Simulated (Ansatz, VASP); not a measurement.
## TaRu in VASP and in Ansatz

```
CELL_PARAMETERS angstrom
3.04279 0.00000 0.00000
0.00000 3.04279 0.00000
0.00000 0.00000 3.37767
ATOMIC_POSITIONS crystal
Ta 0.50000 0.50000 0.50000
Ru 0.00000 0.00000 0.00000
```

Change from the starting cell: volume scaled by 0.99, PAW files.

Alike in both runs: task electric field gradients; functional LDA; k mesh 11 × 11 × 10; occupations fermi-dirac, width 0.05 eV; no spin polarisation.

|  | VASP | Ansatz |
| --- | --- | --- |
| version | VASP 6.6.1 | Ansatz 0.2.0 |
| potentials or method | VASP PAW LDA potentials, release 64 (Ta_pv, Ru_pv) | PAW with Ansatz's default frozen-core files, scalar-relativistic |
| plane-wave cutoff (eV) | 520 | 420 |
| valence electrons in the cell | 25 | 29 |

VASP gave:

```
pressure (GPa)                                                : -7.0
traceless stress, the component that is largest in VASP (GPa) : 0.65
size of Vzz on the site where it differs most (V/Å²)          : 27.9
```

Which values does Ansatz return?

Pressure (GPa): -8.0; traceless stress, the component that is largest in VASP (GPa): 0.73; size of Vzz on the site where it differs most (V/Å²): 20.2.

LDA's correlation is that of Perdew and Zunger in VASP and of Perdew and Wang (1992) in Ansatz. VASP's potentials hold 25 valence electrons a cell and Ansatz's 29, so a difference there can come from the potentials and not from the codes.

Spin-orbit coupling is off throughout.
